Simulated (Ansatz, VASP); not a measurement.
# Ba: VASP beside Ansatz

```
Ba
1.0
     0.00000    3.80514    3.80514
     3.80514    0.00000    3.80514
     3.80514    3.80514    0.00000
Ba
2
Direct
  0.12500 0.12500 0.12500
  0.87500 0.87500 0.87500
```

Alike in both runs: task single point; functional PBE; k mesh 8 × 8 × 8; occupations fermi-dirac, width 0.1 eV; no spin polarisation.

|  | VASP | Ansatz |
| --- | --- | --- |
| version | VASP 6.6.1 | Ansatz 0.2.0 |
| potentials or method | VASP PAW PBE potentials, release 64 (Ba_sv), cutoff 520 eV | plane waves (420 eV) with PAW, scalar-relativistic |
| valence electrons in the cell | 20 | 20 |

|  | VASP | Ansatz | Ansatz less VASP |
| --- | --- | --- | --- |
| pressure (GPa) | 0.8 | 0.3 | -0.48 |

With one functional, cell and mesh, what is left measures potentials, basis and numerics.

Neither program's run includes spin-orbit coupling.
